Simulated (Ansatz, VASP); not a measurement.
**InAs: VASP beside Ansatz**

INCAR

```
SYSTEM = InAs
PREC     = Accurate       ! precision mode
ENCUT    = 520            ! plane-wave cutoff, eV
EDIFF    = 1E-7           ! SCF threshold, eV
ISMEAR   = 0              ! smearing method
SIGMA    = 0.15           ! smearing width, eV
LREAL    = .FALSE.        ! projectors in reciprocal space
LASPH    = .TRUE.         ! aspherical terms in the spheres
NELM     = 80             ! most SCF steps
ALGO     = Normal         ! electronic algorithm
ISIF     = 2              ! what is computed and relaxed
LWAVE    = .FALSE.        ! write WAVECAR
LCHARG   = .FALSE.        ! write CHGCAR
GGA      = PS             ! functional
NBANDS   = 16             ! bands
```

The input KPOINTS:

```
regular mesh
0
G
  18 18 18
  0 0 0
```

File POSCAR:

```
InAs
1.0
    0.0000000000      2.8264640422      2.6003469188
    2.8264640422      0.0000000000      2.6003469188
    2.8264640422      2.8264640422      0.0000000000
In As
1 1
Direct
    0.5000000000      0.5000000000      0.5000000000
    0.0000000000      0.0000000000      0.0000000000
```

Input for Ansatz:

```yaml
crystal:
  lattice:
    - [0.0, 2.8264640422, 2.6003469188]
    - [2.8264640422, 0.0, 2.6003469188]
    - [2.8264640422, 2.8264640422, 0.0]
  atoms:
    - { symbol: In, position: [0.5, 0.5, 0.5] }
    - { symbol: As, position: [0.0, 0.0, 0.0] }
basis:
  ecutwfc: 420
kpoints:
  mp_grid: { grid: [18, 18, 18] }
hamiltonian:
  xc: pbesol
scf:
  occupations: { method: gaussian, width: 0.15 }
output:
  forces: true
  stress: true
  eigenvalues: true
```

Change from the starting cell: strain +0.000 along x and y, -0.080 along z, atoms carried along.

Alike in both runs: task single point; functional PBEsol; k mesh 18 × 18 × 18; occupations gaussian, width 0.15 eV; no spin polarisation.

|  | VASP | Ansatz |
| --- | --- | --- |
| version | VASP 6.6.1 | Ansatz 0.2.0 |
| potentials or method | VASP PAW PBE potentials, release 64 (In_d, As), cutoff 520 eV | scalar-relativistic, plane waves, PAW |
| valence electrons in the cell | 18 | 28 |

```csv
,VASP,Ansatz,Ansatz less VASP
gap on the k mesh at the Fermi level (eV),none,none,-
pressure (GPa),8.8,8.6,-0.22
"traceless stress, the component that is largest in VASP (GPa)",10.83,10.76,-0.069
```

VASP's potentials were made for PBE, not for PBEsol. A gap of «none» marks a metal or a gap that the smearing closes. VASP's potentials hold 18 valence electrons a cell and Ansatz's 28, so a difference there can come from the potentials and not from the codes.
